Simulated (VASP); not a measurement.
# PbS (Fm-3m) in VASP: a series of runs

PbS is run at these levels: PBE; tasks: single point.

Everything below comes from runs of VASP 6.6.1. Logs are shortened: lines on timing, memory, paths and dates and some standing lists are left out, and cuts for length are marked.

**1. The cell of the first run**

Symmetry: Fm-3m, No. 225, cubic system. Conventional cell: a = 6.027 Å, b = 6.027 Å, c = 6.027 Å, α = 90.00°, β = 90.00°, γ = 90.00°. Pb (site symmetry m-3m) has 6 S at 3.01 Å within 4.0 Å. S (site symmetry m-3m) has 6 Pb at 3.01 Å within 4.0 Å.

**2. Single point, PBE (volume scaled by 1.05)**

INCAR reads:

```
ALGO = Normal
EDIFF = 1E-6
ENCUT = 520
GGA = PE
ISIF = 2
ISMEAR = -1
LASPH = True
LCHARG = False
LREAL = False
LWAVE = False
NBANDS = 17
NELM = 60
PREC = Accurate
SIGMA = 0.01
```

KPOINTS reads:

```
k-points
0
Gamma
  8 8 8
```

POSCAR reads:

```
PbS
1.0
    0.0000000000      3.0136151980      3.0136151980
    3.0136151980      0.0000000000      3.0136151980
    3.0136151980      3.0136151980      0.0000000000
Pb S
1 1
Direct
    0.0000000000      0.0000000000      0.0000000000
    0.5000000000      0.5000000000      0.5000000000
```

Potentials or basis: VASP PAW PBE potentials, release 64 (Pb_d, S).

The run is started by

```console
$ cat potpaw_PBE.64/Pb_d/POTCAR potpaw_PBE.64/S/POTCAR > POTCAR
$ mpirun -np 1 vasp_std > vasp.out
```

OUTCAR:

```text
EDIFF = 1E-6
   ENCUT = 520
   GGA = PE
   ISIF = 2
   ISMEAR = -1
   LASPH = True
   LREAL = False
   NELM = 60
   PREC = Accurate

 ion  position               nearest neighbor table
   1  0.000  0.000  0.000-   2 3.01   2 3.01   2 3.01   2 3.01   2 3.01   2 3.01
   2  0.500  0.500  0.500-   1 3.01   1 3.01   1 3.01   1 3.01   1 3.01   1 3.01

  LATTYP: Found a face centered cubic cell.
 ALAT       =     6.0272303960

  Lattice vectors:

 A1 = (   0.0000000000,   3.0136151980,   3.0136151980)
 A2 = (   3.0136151980,   0.0000000000,   3.0136151980)
 A3 = (   3.0136151980,   3.0136151980,   0.0000000000)

Analysis of symmetry for initial positions (statically):
=====================================================================
 Subroutine PRICEL returns:
 Original cell was already a primitive cell.

 Routine SETGRP: Setting up the symmetry group for a
 face centered cubic supercell.

 Subroutine GETGRP returns: Found 48 space group operations
 (whereof 48 operations were pure point group operations)
 out of a pool of 48 trial point group operations.

The static configuration has the point symmetry O_h .

Analysis of symmetry for dynamics (positions and initial velocities):
=====================================================================
 Subroutine PRICEL returns:
 Original cell was already a primitive cell.

 Routine SETGRP: Setting up the symmetry group for a
 face centered cubic supercell.

 Subroutine GETGRP returns: Found 48 space group operations
 (whereof 48 operations were pure point group operations)
 out of a pool of 48 trial point group operations.

The dynamic configuration has the point symmetry O_h .

 Subroutine INISYM returns: Found 48 space group operations
 (whereof 48 operations are pure point group operations),
 and found     1 'primitive' translations

----------------------------------------------------------------------------------------

                                     Primitive cell

  volume of cell :      54.7386

  direct lattice vectors                    reciprocal lattice vectors
     0.000000000  3.013615198  3.013615198    -0.165913684  0.165913684  0.165913684
     3.013615198  0.000000000  3.013615198     0.165913684 -0.165913684  0.165913684
     3.013615198  3.013615198  0.000000000     0.165913684  0.165913684 -0.165913684

  length of vectors
     4.261895485  4.261895485  4.261895485     0.287370931  0.287370931  0.287370931

  position of ions in fractional coordinates (direct lattice)
     0.000000000  0.000000000  0.000000000
     0.500000000  0.500000000  0.500000000

  ion indices of the primitive-cell ions
   primitive index   ion index
                 1           1
                 2           2

----------------------------------------------------------------------------------------

 KPOINTS: k-points

Automatic generation of k-mesh.
 Grid dimensions read from file:
 generate k-points for:    8    8    8

 Generating k-lattice:

  Cartesian coordinates                     Fractional coordinates (reciprocal lattice)
    -0.020739211  0.020739211  0.020739211     0.125000000  0.000000000  0.000000000
     0.020739211 -0.020739211  0.020739211     0.000000000  0.125000000  0.000000000
     0.020739211  0.020739211 -0.020739211     0.000000000  0.000000000  0.125000000

  Length of vectors
     0.035921366  0.035921366  0.035921366

  Shift w.r.t. Gamma in fractional coordinates (k-lattice)
     0.000000000  0.000000000  0.000000000

 Subroutine IBZKPT returns following result:
 ===========================================

 Found     29 irreducible k-points:

 Following reciprocal coordinates:
            Coordinates               Weight
  0.000000  0.000000  0.000000      1.000000
  0.125000  0.000000  0.000000      8.000000
  0.250000  0.000000  0.000000      8.000000
  0.375000  0.000000  0.000000      8.000000
  0.500000  0.000000  0.000000      4.000000
  0.125000  0.125000  0.000000      6.000000
[... 16 lines left out ...]
  0.500000  0.250000  0.125000     48.000000
 -0.375000  0.250000  0.125000     24.000000
 [... further k-points ...]
   k-points           NKPTS =     29   k-points in BZ     NKDIM =     29   number of bands    NBANDS=     17
   number of dos      NEDOS =    301   number of ions     NIONS =      2
   total plane-waves  NPLWV =  32768
   dimension x,y,z NGX =    32 NGY =   32 NGZ =   32
   dimension x,y,z NGXF=    64 NGYF=   64 NGZF=   64
   ions per type =               1   1
   NGX,Y,Z   is equivalent  to a cutoff of  12.48, 12.48, 12.48 a.u.
   NGXF,Y,Z  is equivalent  to a cutoff of  24.96, 24.96, 24.96 a.u.
 SYSTEM =  unknown system
   PREC   = accura    normal or accurate (medium, high low for compatibility)
   ISTART =      0    job   : 0-new  1-cont  2-samecut
   ICHARG =      2    charge: 1-file 2-atom 10-const
   ISPIN  =      1    spin polarized calculation?
   LNONCOLLINEAR =      F non collinear calculations
   LSORBIT =      F    spin-orbit coupling
   LASPH  =      T    aspherical Exc in radial PAW
   ENCUT  =  520.0 eV  38.22 Ry    6.18 a.u.   7.92  7.92  7.92*2*pi/ulx,y,z
   NELM   =     60;   NELMIN=  2; NELMDL= -5     # of ELM steps
   EDIFF  = 0.1E-05   stopping-criterion for ELM
   LREAL  =      F    real-space projection
   EDIFFG = 0.1E-04   stopping-criterion for IOM
   NSW    =      0    number of steps for IOM
   IBRION =     -1    ionic relax: 0-MD 1-quasi-New 2-CG
   NFREE  =      0    steps in history (QN), initial steepest desc. (CG)
   ISIF   =      2    stress and relaxation
   ISYM   =      2    0-nonsym 1-usesym 2-fastsym
   POTIM  = 0.5000    time-step for ionic-motion
   TEBEG  =    0.0;   TEEND  =   0.0 temperature during run
   PSTRESS=    0.0 pullay stress
   NELECT =      20.0000    total number of electrons
   NUPDOWN=      -1.0000    fix difference up-down
   EMIN   =  10.00;   EMAX   =-10.00  energy-range for DOS
   EFERMI =   0.00;   METHOD = LEGACY
   ISMEAR =    -1;   SIGMA  =   0.01  broadening in eV -4-tet -1-fermi 0-gaus
   EFERMI_NEDOS =   21; number of points for ismear=-14 and -15
   IALGO  =     38    algorithm
   IMIX   =      4    mixing-type and parameters
     AMIX     =   0.40;   BMIX     =  1.00
     AMIX_MAG =   1.60;   BMIX_MAG =  1.00
  volume/ion in A,a.u.               =      27.37       184.70
  Fermi-wavevector in a.u.,A,eV,Ry     =   1.170362  2.211664 18.636555  1.369748
  Thomas-Fermi vector in A             =   2.306822
   LORBIT       =      0    0 simple, 1 ext, 2 COOP (PROOUT), +10 PAW based schemes
   GGA     = PE    functional components
   LHFCALC =     F    Hartree Fock is set to
   AEXX    =    0.0000 exact exchange contribution
   IVDW    =     0    specifies the selected vdW correction
   LEPSILON=     F    determine dielectric tensor
   LRPA    =     F    only Hartree local field effects (RPA)
 non-spin polarized calculation
  energy-cutoff  :      520.00
  volume of cell :       54.74
 maximum number of plane-waves:      1490
   NGX = 15   NGY = 15   NGZ = 15

 number of electron      20.0000005 magnetization

 Free energy of the ion-electron system (eV)
  ---------------------------------------------------
  ext. energy  EPLUGINS =         0.00000000
  ---------------------------------------------------
  free energy    TOTEN  =        -8.76916605 eV

  energy without entropy =       -8.76916605  energy(sigma->0) =       -8.76916605

 E-fermi :   5.3772     XC(G=0):  -9.4583

 val. band max:        5.1580428143   @ k =   0.5000   0.0000   0.0000
 cond. band min:       5.6867051159   @ k =   0.5000   0.0000   0.0000
 fundamental gap:      0.5286623017
 Fermi energy:         5.3771683569

 k-point     1 :       0.0000    0.0000    0.0000
  band No.  band energies     occupation
      1     -11.5492      2.00000
      2     -11.5492      2.00000
      3     -11.5492      2.00000
      4     -11.5317      2.00000
      5     -11.5317      2.00000
      6      -7.9711      2.00000
[... 9 lines left out ...]
     16      12.0546      0.00000
     17      13.9962      0.00000

 k-point     2 :       0.1250    0.0000    0.0000
  band No.  band energies     occupation
      1     -11.5484      2.00000
      2     -11.5463      2.00000
      3     -11.5463      2.00000
      4     -11.5325      2.00000
      5     -11.5325      2.00000
      6      -7.8480      2.00000
[... 9 lines left out ...]
     16      12.4044      0.00000
     17      15.0609      0.00000

 k-point     3 :       0.2500    0.0000    0.0000
  band No.  band energies     occupation
      1     -11.5491      2.00000
      2     -11.5491      2.00000
      3     -11.5470      2.00000
      4     -11.5251      2.00000
      5     -11.5251      2.00000
      6      -7.5085      2.00000
[... 9 lines left out ...]
     16      13.2364      0.00000
     17      16.8765      0.00000

 k-point     4 :       0.3750    0.0000    0.0000
  band No.  band energies     occupation
      1     -11.5566      2.00000
      2     -11.5566      2.00000
      3     -11.5459      2.00000
      4     -11.5128      2.00000
      5     -11.5128      2.00000
      6      -7.0743      2.00000
[... 9 lines left out ...]
     16      14.4443      0.00000
     17      16.8028      0.00000

 k-point     5 :       0.5000    0.0000    0.0000
  band No.  band energies     occupation
      1     -11.5599      2.00000
      2     -11.5599      2.00000
      3     -11.5456      2.00000
      4     -11.5074      2.00000
      5     -11.5074      2.00000
      6      -6.8451      2.00000
[... 9 lines left out ...]
     16      15.4029      0.00000
     17      15.6566      0.00000

 k-point     6 :       0.1250    0.1250    0.0000
  band No.  band energies     occupation
      1     -11.5522      2.00000
      2     -11.5421      2.00000
      3     -11.5421      2.00000
      4     -11.5413      2.00000
      5     -11.5285      2.00000
      6      -7.8056      2.00000
[... 9 lines left out ...]
     16      13.1069      0.00000
     17      14.4967      0.00000

 k-point     7 :       0.2500    0.1250    0.0000
  band No.  band energies     occupation
      1     -11.5551      2.00000
      2     -11.5511      2.00000
      3     -11.5395      2.00000
      4     -11.5332      2.00000
      5     -11.5218      2.00000
      6      -7.5347      2.00000
[... 9 lines left out ...]
     16      13.9226      0.00000
     17      15.6895      0.00000

 k-point     8 :       0.3750    0.1250    0.0000
  band No.  band energies     occupation
      1     -11.5661      2.00000
      2     -11.5468      2.00000
      3     -11.5458      2.00000
      4     -11.5238      2.00000
      5     -11.5107      2.00000
      6      -7.1227      2.00000
[... 9 lines left out ...]
     16      14.9872      0.00000
     17      16.7561      0.00000
[... 203 lines left out ...]
      1     -11.6358      2.00000
      2     -11.5640      2.00000
      3     -11.5162      2.00000
      4     -11.5044      2.00000
      5     -11.5014      2.00000
      6      -6.5506      2.00000
[... 9 lines left out ...]
     16      16.7949      0.00000
     17      16.8933      0.00000

 k-point    20 :      -0.3750    0.3750    0.0000
  band No.  band energies     occupation
      1     -11.6198      2.00000
      2     -11.5512      2.00000
      3     -11.5252      2.00000
      4     -11.5128      2.00000
      5     -11.5056      2.00000
      6      -6.4916      2.00000
[... 9 lines left out ...]
     16      15.9966      0.00000
     17      17.6510      0.00000

 k-point    21 :       0.5000    0.5000    0.0000
  band No.  band energies     occupation
      1     -11.6508      2.00000
      2     -11.5698      2.00000
      3     -11.5102      2.00000
      4     -11.4987      2.00000
      5     -11.4987      2.00000
      6      -6.4910      2.00000
[... 9 lines left out ...]
     16      17.2744      0.00000
     17      17.4980      0.00000

 k-point    22 :       0.3750    0.2500    0.1250
  band No.  band energies     occupation
      1     -11.5692      2.00000
      2     -11.5519      2.00000
      3     -11.5380      2.00000
      4     -11.5251      2.00000
      5     -11.5156      2.00000
      6      -7.2223      2.00000
[... 9 lines left out ...]
     16      15.0158      0.00000
     17      15.3618      0.00000

 k-point    23 :       0.5000    0.2500    0.1250
  band No.  band energies     occupation
      1     -11.5811      2.00000
      2     -11.5461      2.00000
      3     -11.5405      2.00000
      4     -11.5203      2.00000
      5     -11.5108      2.00000
      6      -6.8430      2.00000
[... 9 lines left out ...]
     16      15.4520      0.00000
     17      16.4118      0.00000

 k-point    24 :      -0.3750    0.2500    0.1250
  band No.  band energies     occupation
      1     -11.5856      2.00000
      2     -11.5468      2.00000
      3     -11.5343      2.00000
      4     -11.5244      2.00000
      5     -11.5072      2.00000
      6      -6.6547      2.00000
[... 9 lines left out ...]
     16      16.1316      0.00000
     17      16.3159      0.00000

 [... further k-points ...]
[... 5 lines left out ...]
  --------------------------------------------------------------------------------------
  -------------------------------------------------------------------------------------
  Total       -0.1870559     -0.1870559     -0.1870559      0.0000000      0.0000000      0.0000000
  in kB       -5.4750569     -5.4750569     -5.4750569      0.0000000      0.0000000      0.0000000
  external PRESSURE =      -5.4750569 kB  Pullay stress =       0.0000000 kB

 VOLUME and BASIS-vectors are now :
 -----------------------------------------------------------------------------
  energy-cutoff  :      520.00
  volume of cell :       54.74
      direct lattice vectors                 reciprocal lattice vectors
     0.000000000  3.013615198  3.013615198    -0.165913684  0.165913684  0.165913684
     3.013615198  0.000000000  3.013615198     0.165913684 -0.165913684  0.165913684
     3.013615198  3.013615198  0.000000000     0.165913684  0.165913684 -0.165913684

 POSITION                                       TOTAL-FORCE (eV/Angst)
 -----------------------------------------------------------------------------------
      0.00000      0.00000      0.00000        -0.000000      0.000000     -0.000000
      3.01362      3.01362      3.01362         0.000000     -0.000000      0.000000
 -----------------------------------------------------------------------------------
    total drift:                                0.000000     -0.000000     -0.000000

  FREE ENERGIE OF THE ION-ELECTRON SYSTEM (eV)
  ---------------------------------------------------
  free  energy   TOTEN  =        -8.7691660492 eV

  energy  without entropy=       -8.7691660492  energy(sigma->0) =       -8.76916605
```

Wall time 8.6 s (1 thread of Intel Xeon 6975P-C (Granite Rapids), shared host); peak memory 0.18 GiB.

What came out:

| Property | Result |
| --- | --- |
| Free energy | -8.7692 eV |
| Pressure | -0.5 GPa |
| Band gap on the k mesh | 0.53 eV, direct |

Levels at points of the mesh, in eV from the valence-band top:
| k point | band 6 | band 7 | band 8 | band 9 | band 10 | band 11 | band 12 | band 13 | band 14 | band 15 |
| --- | --- | --- | --- | --- | --- | --- | --- | --- | --- | --- |
| (0.00, 0.00, 0.00) | -13.13 | -6.08 | -1.89 | -1.89 | -1.89 | 5.12 | 5.12 | 5.12 | 6.90 | 6.90 |
| (0.50, 0.00, 0.00) | -12.00 | -8.53 | -1.54 | -1.54 | 0.00 | 0.53 | 2.11 | 2.11 | 8.65 | 10.24 |
| (0.50, 0.50, 0.00) | -11.65 | -7.09 | -4.74 | -3.09 | -3.09 | 4.12 | 5.46 | 5.55 | 5.55 | 11.18 |

Caveat: spin-orbit coupling is left out, which moves the levels of the heavy elements.

**3. Single point, PBE (volume scaled by 1.04)**

INCAR reads:

```
SYSTEM = PbS
  PREC = Accurate
  ENCUT = 520
  EDIFF = 1E-7
  ISMEAR = -1
  SIGMA = 0.01
  LREAL = .False.
  LASPH = .True.
  NELM = 80
  ALGO = Normal
  ISIF = 2
  LWAVE = .False.
  LCHARG = .False.
  GGA = PE
  NBANDS = 17
```

KPOINTS reads:

```
regular mesh
0
Gamma
  8 8 8
  0 0 0
```

POSCAR reads:

```
PbS
1.0
    0.0000000000      3.0040176323      3.0040176323
    3.0040176323      0.0000000000      3.0040176323
    3.0040176323      3.0040176323      0.0000000000
Pb S
1 1
Direct
    0.0000000000      0.0000000000      0.0000000000
    0.5000000000      0.5000000000      0.5000000000
```

Potentials or basis: VASP PAW PBE potentials, release 64 (Pb_d, S).

The run is started by

```console
$ cat potpaw_PBE.64/Pb_d/POTCAR potpaw_PBE.64/S/POTCAR > POTCAR
$ mpirun -np 1 vasp_std > vasp.out
```

Wall time 8.6 s (1 thread of Intel Xeon 6975P-C (Granite Rapids), shared host); peak memory 0.17 GiB.

The run converged. Its results:

```
Free energy            : -8.7699 eV
Pressure               : -0.1 GPa
Band gap on the k mesh : 0.50 eV, direct
```

Levels at points of the mesh, in eV from the valence-band top:
```csv
k point,band 6,band 7,band 8,band 9,band 10,band 11,band 12,band 13,band 14,band 15
"(0.00, 0.00, 0.00)",-13.22,-6.07,-1.95,-1.95,-1.95,5.14,5.14,5.14,6.87,6.87
"(0.50, 0.00, 0.00)",-12.07,-8.59,-1.58,-1.58,0.00,0.50,2.08,2.08,8.65,10.22
"(0.50, 0.50, 0.00)",-11.70,-7.11,-4.83,-3.16,-3.16,4.07,5.48,5.58,5.58,11.18
```

Caveat: spin-orbit coupling is left out, which moves the levels of the heavy elements.
